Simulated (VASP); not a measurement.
## AlCu3: single point with r2SCAN

AlCu3:

```
Al Cu
1.0
     0.00000    2.92719    2.92719
     2.92719    0.00000    2.92719
     2.92719    2.92719    0.00000
Al Cu
1 3
Direct
  0.00000 0.00000 0.00000
  0.50000 0.50000 0.50000
  0.25000 0.25000 0.25000
  0.75000 0.75000 0.75000
```

- Program: VASP 6.6.1
- Task: single point
- Functional: r2SCAN
- Potentials or basis: VASP PAW PBE potentials, release 64 (Al, Cu)
- Cutoff: 520 eV
- k mesh: 12 × 12 × 12
- Occupations: gaussian, width 0.1 eV
- Spin: no spin polarisation

| Property | Result |
| --- | --- |
| Pressure | -4.9 GPa |
| Band gap on the k mesh | zero (band 18 reaches 11.86 eV, above the bottom of band 19 at 5.87 eV) |

Levels at points of the mesh, in eV from the Fermi level:
| k point | band 15 | band 16 | band 17 | band 18 | band 19 | band 20 | band 21 | band 22 |
| --- | --- | --- | --- | --- | --- | --- | --- | --- |
| (0.00, 0.00, 0.00) | -2.49 | -2.49 | 3.87 | 3.87 | 3.87 | 4.20 | 4.20 | 4.20 |
| (0.50, 0.00, 0.00) | -2.44 | -2.44 | -2.16 | 2.80 | 2.80 | 2.94 | 2.94 | 3.87 |
| (0.50, 0.50, 0.00) | -2.35 | -2.31 | -2.13 | -2.13 | -2.13 | 2.06 | 2.41 | 11.27 |

Wall time 3.1 min on 1 thread of Intel(R) Xeon(R) Platinum 8488C (Sapphire Rapids), on a shared host, peak memory 0.23 GiB.

Caveat: the PAW data sets were made with another functional, which shifts forces and pressure a little.
